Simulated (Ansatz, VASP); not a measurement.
# Mg: VASP beside Ansatz

POSCAR

```
Mg
1.0
   -1.7042685217      1.7042685217      1.7042685217
    1.7042685217     -1.7042685217      1.7042685217
    1.7042685217      1.7042685217     -1.7042685217
Mg
1
Direct
    0.0000000000      0.0000000000      0.0000000000
```

The input INCAR.step1:

```
ALGO = Normal ; EDIFF = 1E-4
ENCUT = 520 ; GGA = PE
ISMEAR = -1 ; LASPH = T
LCHARG = F ; LREAL = F
LWAVE = T ; NBANDS = 7
NELM = 100 ; PREC = Accurate
SIGMA = 0.1
```

Contents of INCAR.step2:

```
ALGO = Normal ; EDIFF = 1E-7
ENCUT = 520 ; ISIF = 2
ISMEAR = -1 ; ISTART = 1
LASPH = T ; LCHARG = F
LMIXTAU = T ; LREAL = F
LWAVE = F ; METAGGA = R2SCAN
NBANDS = 7 ; NELM = 100
PREC = Accurate ; SIGMA = 0.1
```

Contents of KPOINTS:

```
k-points
0
Gamma
  14 14 14
```

Input for Ansatz:

```yaml
crystal:
  lattice:
    - [-1.7042685217, 1.7042685217, 1.7042685217]
    - [1.7042685217, -1.7042685217, 1.7042685217]
    - [1.7042685217, 1.7042685217, -1.7042685217]
  atoms:
    - { symbol: Mg, position: [0.0, 0.0, 0.0] }
hamiltonian:
  xc: r2scan
  pseudopotentials:
    kind: paw
    azcp:
      Mg: "pseudopotentials/Mg.paw.azcp"
basis:
  ecutwfc: 500
  fft_grid_basis: typed
kpoints:
  mp_grid: { grid: [14, 14, 14], shift: [0, 0, 0] }
magnetization:
  spin_polarized: false
scf:
  occupations: { method: fermi_dirac, width: 0.1 }
  lower_state_search: "off"
output:
  stress: true
```

Alike in both runs: task single point; functional r2SCAN; k mesh 14 × 14 × 14; occupations fermi-dirac, width 0.1 eV; no spin polarisation.

```csv
,VASP,Ansatz
version,VASP 6.6.1,Ansatz 0.2.0
potentials or method,"VASP PAW PBE potentials, release 64 (Mg), cutoff 520 eV","plane waves (500 eV) with PAW, scalar-relativistic"
valence electrons in the cell,2,10
```

Ansatz gave:

```
pressure (GPa) : 6.5
```

**Question.** Estimate VASP's values.

**Answer.** Pressure (GPa): 6.2.

VASP's potentials were made for PBE, not for r2SCAN. The functional is the same, so the differences come from potentials, cutoffs and numerics. VASP's potentials hold 2 valence electrons a cell and Ansatz's 10, so a difference there can come from the potentials and not from the codes.
